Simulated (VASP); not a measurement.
# ZnO (P6_3mc) in VASP: further runs, part 2 of 2

VASP 6.6.1. The steps go on from the part before.

**4. Single point, r2SCAN (volume scaled by 0.94, then relaxed in part)**

File POSCAR:

```
ZnO
1.0
    3.1691551008      0.0000000000      0.0000000000
   -1.5845775504      2.7445688259      0.0000000000
    0.0000000000      0.0000000000      5.1050165879
Zn O
2 2
Direct
    0.3333333333      0.6666666667      0.4996921305
    0.6666666667      0.3333333333     -0.0003078695
    0.6666666667      0.3333333333      0.3793178695
    0.3333333333      0.6666666667      0.8793178695
```

File INCAR.step1:

```
PREC = Accurate ; ENCUT = 520
ISMEAR = 0 ; SIGMA = 0.02
LREAL = F ; LASPH = T
NELM = 100 ; NBANDS = 26
GGA = PE ; ALGO = Normal
EDIFF = 1E-4 ; LWAVE = T
LCHARG = F
```

File INCAR.step2:

```
PREC = Accurate ; ENCUT = 520
EDIFF = 1E-6 ; ISMEAR = 0
SIGMA = 0.02 ; LREAL = F
LASPH = T ; NELM = 100
ALGO = Normal ; ISIF = 2
LWAVE = F ; LCHARG = F
METAGGA = R2SCAN ; LMIXTAU = T
NBANDS = 26 ; ISTART = 1
```

File KPOINTS:

```
Automatic mesh
0
Gamma
  12 12 6
```

Potentials or basis: VASP PAW PBE potentials, release 64 (Zn, O).

Launch:

```sh
$ cat potpaw_PBE.64/Zn/POTCAR potpaw_PBE.64/O/POTCAR > POTCAR
$ cp INCAR.step1 INCAR
$ mpirun -np 1 vasp_std > vasp.out
$ cp INCAR.step2 INCAR
$ mpirun -np 1 vasp_std > vasp.out
```

OUTCAR:

```text
PREC = Accurate
   ENCUT = 520
   EDIFF = 1E-6
   ISMEAR = 0
   LREAL = F
   LASPH = T
   NELM = 100
   ISIF = 2
   METAGGA = R2SCAN
   ISTART = 1

 ion  position               nearest neighbor table
   1  0.333  0.667  0.500-   3 1.93   3 1.93   3 1.93   4 1.94
   2  0.667  0.333  1.000-   4 1.93   4 1.93   4 1.93   3 1.94
   3  0.667  0.333  0.379-   1 1.93   1 1.93   1 1.93   2 1.94
   4  0.333  0.667  0.879-   2 1.93   2 1.93   2 1.93   1 1.94

  LATTYP: Found a hexagonal cell.
 ALAT       =     3.1691551008
 C/A-ratio  =     1.6108446654

  Lattice vectors:

 A1 = (   3.1691551008,   0.0000000000,   0.0000000000)
 A2 = (  -1.5845775504,   2.7445688259,   0.0000000000)
 A3 = (   0.0000000000,   0.0000000000,   5.1050165879)

Analysis of symmetry for initial positions (statically):
=====================================================================
 Subroutine PRICEL returns:
 Original cell was already a primitive cell.

 Routine SETGRP: Setting up the symmetry group for a
 hexagonal supercell.

 Subroutine GETGRP returns: Found 12 space group operations
 (whereof  6 operations were pure point group operations)
 out of a pool of 24 trial point group operations.

The static configuration has the point symmetry C_3v.
 The point group associated with its full space group is C_6v.

Analysis of symmetry for dynamics (positions and initial velocities):
=====================================================================
 Subroutine PRICEL returns:
 Original cell was already a primitive cell.

 Routine SETGRP: Setting up the symmetry group for a
 hexagonal supercell.

 Subroutine GETGRP returns: Found 12 space group operations
 (whereof  6 operations were pure point group operations)
 out of a pool of 24 trial point group operations.

The dynamic configuration has the point symmetry C_3v.
[... 116 lines left out ...]
   NUPDOWN=      -1.0000    fix difference up-down
   EMIN   =  10.00;   EMAX   =-10.00  energy-range for DOS
   EFERMI =   0.00;   METHOD = LEGACY
   ISMEAR =     0;   SIGMA  =   0.02  broadening in eV -4-tet -1-fermi 0-gaus
   EFERMI_NEDOS =   21; number of points for ismear=-14 and -15
   IALGO  =     38    algorithm
   IMIX   =      4    mixing-type and parameters
     AMIX     =   0.40;   BMIX     =  1.00
     AMIX_MAG =   1.60;   BMIX_MAG =  1.00
  volume/ion in A,a.u.               =      11.10        74.91
  Fermi-wavevector in a.u.,A,eV,Ry     =   1.526526  2.884715 31.705387  2.330280
  Thomas-Fermi vector in A             =   2.634547
   LORBIT       =      0    0 simple, 1 ext, 2 COOP (PROOUT), +10 PAW based schemes
   METAGGA = R2SCAN    functional components
   LHFCALC =     F    Hartree Fock is set to
   AEXX    =    0.0000 exact exchange contribution
   IVDW    =     0    specifies the selected vdW correction
   LEPSILON=     F    determine dielectric tensor
   LRPA    =     F    only Hartree local field effects (RPA)
 non-spin polarized calculation
 Gauss-broadening in eV      SIGMA  =   0.02
  energy-cutoff  :      520.00
  volume of cell :       44.40
 maximum number of plane-waves:      1211
 NGX is ok and might be reduce to    24
   NGX = 11   NGY = 11   NGZ = 19

 number of electron      35.9999971 magnetization

 Free energy of the ion-electron system (eV)
  ---------------------------------------------------
  ext. energy  EPLUGINS =         0.00000000
  ---------------------------------------------------
  free energy    TOTEN  =       -36.20663928 eV

  energy without entropy =      -36.20663928  energy(sigma->0) =      -36.20663928

 E-fermi :   1.6047     XC(G=0): -12.0735

 val. band max:        1.5172258611   @ k =   0.0000   0.0000   0.0000
 cond. band min:       2.8462585899   @ k =   0.0000   0.0000   0.0000
 fundamental gap:      1.3290327287
 Fermi energy:         1.6046666081

 k-point     1 :       0.0000    0.0000    0.0000
  band No.  band energies     occupation
      1     -18.1724      2.00000
      2     -17.3793      2.00000
      3      -4.7649      2.00000
      4      -4.6880      2.00000
      5      -4.6879      2.00000
      6      -4.6207      2.00000
[... 685 lines left out ...]
     25      16.1631      0.00000
     26      16.9406      0.00000

 [... further k-points ...]
[... 5 lines left out ...]
  --------------------------------------------------------------------------------------
  -------------------------------------------------------------------------------------
  Total        3.3396513      3.3396513      3.3626497      0.0000000      0.0000000      0.0000000
  in kB      120.5027413    120.5027413    121.3325806      0.0000000      0.0000000      0.0000000
  external PRESSURE =     120.7793544 kB  Pullay stress =       0.0000000 kB

 VOLUME and BASIS-vectors are now :
 -----------------------------------------------------------------------------
  energy-cutoff  :      520.00
  volume of cell :       44.40
      direct lattice vectors                 reciprocal lattice vectors
     3.169155101  0.000000000  0.000000000     0.315541514  0.182177978  0.000000000
    -1.584577550  2.744568826  0.000000000     0.000000000  0.364355957  0.000000000
     0.000000000  0.000000000  5.105016588     0.000000000  0.000000000  0.195885749

 POSITION                                       TOTAL-FORCE (eV/Angst)
 -----------------------------------------------------------------------------------
     -0.00000      1.82971      2.55094         0.000000     -0.000000      0.003428
      1.58458      0.91486      5.10344        -0.000000      0.000000      0.003428
      1.58458      0.91486      1.93642        -0.000000      0.000000     -0.003428
     -0.00000      1.82971      4.48893        -0.000000      0.000000     -0.003428
 -----------------------------------------------------------------------------------
    total drift:                                0.000001      0.000001     -0.031463

  FREE ENERGIE OF THE ION-ELECTRON SYSTEM (eV)
  ---------------------------------------------------
  free  energy   TOTEN  =       -36.2066392845 eV

  energy  without entropy=      -36.2066392845  energy(sigma->0) =      -36.20663928
```

OUTCAR.step1:

```text
PREC = Accurate
   ENCUT = 520
   ISMEAR = 0
   LREAL = F
[... 928 lines left out ...]
     -0.00000      1.82971      2.55094        -0.000000      0.000000      0.005685
      1.58458      0.91486      5.10344         0.000000     -0.000000      0.005685
      1.58458      0.91486      1.93642         0.000000     -0.000000     -0.005685
     -0.00000      1.82971      4.48893        -0.000000      0.000000     -0.005685
 -----------------------------------------------------------------------------------
    total drift:                                0.000000      0.000001      0.001822

  FREE ENERGIE OF THE ION-ELECTRON SYSTEM (eV)
  ---------------------------------------------------
  free  energy   TOTEN  =       -17.5842236586 eV

  energy  without entropy=      -17.5842236586  energy(sigma->0) =      -17.58422366
```

OSZICAR.step1:

```text
N       E                     dE             d eps       ncg     rms          rms(c)
DAV:   1     0.298330822473E+03    0.29833E+03   -0.18231E+04  4008   0.207E+03
DAV:   2     0.102767373223E+02   -0.28805E+03   -0.27028E+03  4148   0.418E+02
DAV:   3    -0.202837609473E+02   -0.30560E+02   -0.30166E+02  4314   0.139E+02
DAV:   4    -0.208461013525E+02   -0.56234E+00   -0.56126E+00  4330   0.190E+01
DAV:   5    -0.208489068712E+02   -0.28055E-02   -0.28054E-02  4318   0.140E+00    0.164E+01
DAV:   6    -0.173984552642E+02    0.34505E+01   -0.63748E+00  6058   0.598E+01    0.103E+01
DAV:   7    -0.176203063094E+02   -0.22185E+00   -0.29849E+00  4028   0.167E+01    0.603E+00
DAV:   8    -0.176316442364E+02   -0.11338E-01   -0.45883E-01  5870   0.772E+00    0.162E+00
DAV:   9    -0.175813929547E+02    0.50251E-01   -0.10388E-01  5890   0.663E+00    0.282E-01
DAV:  10    -0.175842343381E+02   -0.28414E-02   -0.37109E-02  4016   0.133E+00    0.144E-01
DAV:  11    -0.175842236586E+02    0.10679E-04   -0.50699E-04  4162   0.221E-01
   1 F= -.17584224E+02 E0= -.17584224E+02  d E =-.529611E-23
```

Run time: 86 s. Hardware: 1 thread of Intel Xeon 6975P-C (Granite Rapids), shared host; peak memory 0.21 GiB.

What came out:

```yaml
Free_energy: -36.2066 eV
Pressure: 12.1 GPa
Largest_force: 0.003 eV/Å
Band_gap_on_the_k_mesh: 1.33 eV, direct
```

Forces on the atoms (eV/Å):
```
Zn   0.000  0.000  0.003
Zn   0.000  0.000  0.003
O    0.000  0.000 -0.003
O    0.000  0.000 -0.003
```

Caveat: the PAW data sets were made with another functional, which shifts forces and pressure a little.

**5. Overview**

```csv
cell,gap on the mesh (eV),pressure (GPa),largest force (eV/Å)
"a = 3.101, b = 3.101, c = 4.991 Å, angles 90.0, 90.0, 120.0°, 4 atoms",1.43,27.4,0.01
"a = 3.136, b = 3.136, c = 5.049 Å, angles 90.0, 90.0, 120.0°, 4 atoms",1.38,19.1,0.01
"a = 3.169, b = 3.169, c = 5.105 Å, angles 90.0, 90.0, 120.0°, 4 atoms",1.33,12.1,-
```

Alike in all rows: task single point; level r2SCAN; potentials or basis VASP PAW PBE potentials, release 64 (Zn, O); no spin polarisation; k mesh 12 × 12 × 6; cutoff (eV) 520; smearing gaussian 0.02 eV.

Caveats: the PAW data sets were made with another functional, which shifts forces and pressure a little.

Total energies depend on the potentials used, so only differences within one code and one set of settings carry meaning.
